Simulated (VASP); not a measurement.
Here is a VASP 6.6.1 calculation.

The input INCAR:

```
ALGO = Normal ; EDIFF = 1E-8
ENCUT = 600 ; GGA = PS
IBRION = 6 ; ISIF = 3
ISMEAR = 0 ; LASPH = T
LCHARG = F ; LREAL = F
LWAVE = F ; NELM = 80
NFREE = 2 ; NSW = 1
POTIM = 0.015 ; PREC = Accurate
SIGMA = 0.01
```

Contents of KPOINTS:

```
k-points
0
Gamma
  8 8 8
```

Contents of POSCAR:

```
GaAs
1.0
    0.0000000000      2.6893402374      2.6893402374
    2.6893402374      0.0000000000      2.6893402374
    2.6893402374      2.6893402374      0.0000000000
Ga As
1 1
Direct
    0.0000000000      0.0000000000      0.0000000000
    0.7500000000      0.7500000000      0.7500000000
```

Potentials or basis: VASP PAW PBE potentials, release 64 (Ga_d, As).

Launch:

```sh
$ cat potpaw_PBE.64/Ga_d/POTCAR potpaw_PBE.64/As/POTCAR > POTCAR
$ mpirun -np 1 vasp_std > vasp.out
```

Q: Predict the elastic constants C11, C12, C44.

A: 157, 99, 62 GPa.

Q: What does it give for the Voigt bulk modulus?

A: 118 GPa.

Q: Estimate the highest phonon frequency at Γ, LO-TO splitting left out.

A: 316 cm⁻¹.

Clamped-ion elastic tensor (GPa):
```
157  99  99   0   0   0
 99 157  99   0   0   0
 99  99 157   0   0   0
  0   0   0 124   0   0
  0   0   0   0 124   0
  0   0   0   0   0 124
```

Caveat: the cell is under stress, which shifts elastic constants; the PAW data sets were made with another functional, which shifts forces and pressure a little.
